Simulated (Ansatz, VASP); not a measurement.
**Two plane-wave programs on BaAs7**

```xyz
8
Lattice="0.0000 4.4506 4.4506 4.4506 0.0000 4.4506 4.4506 4.4506 0.0000" Properties=species:S:1:pos:R:3 pbc="T T T"
Ba    0.0000    0.0000    0.0000
As    4.4506    4.4506    4.4506
As    0.0000    2.2253    2.2253
As    2.2253    4.4506    2.2253
As    4.4506    2.2253    2.2253
As    2.2253    0.0000    2.2253
As    2.2253    2.2253    4.4506
As    2.2253    2.2253    0.0000
```

Change from the starting cell: species swapped into the CuPt7 type (Fm-3m, No. 225).

Alike in both runs: functional PBE; k mesh 8 × 8 × 8; occupations gaussian, width 0.1 eV; no spin polarisation.

Ansatz relaxed the structure, and its values are those at the end. VASP's run is a single point on that final structure, the one shown.

```csv
,VASP,Ansatz
version,VASP 6.6.1,Ansatz 0.2.0
potentials or method,"VASP PAW PBE potentials, release 64 (Ba_sv, As), cutoff 520 eV","scalar-relativistic, plane waves, PAW"
valence electrons in the cell,45,115
```

|  | VASP | Ansatz | Ansatz less VASP |
| --- | --- | --- | --- |
| gap on the k mesh at the Fermi level (eV) | none | none | - |
| pressure (GPa) | 0.7 | 0.0 | -0.66 |

A gap of «none» marks a metal or a gap that the smearing closes. With one functional, cell and mesh, what is left measures potentials, basis and numerics. VASP's potentials hold 45 valence electrons a cell and Ansatz's 115, so a difference there can come from the potentials and not from the codes.

Spin-orbit coupling is off throughout.
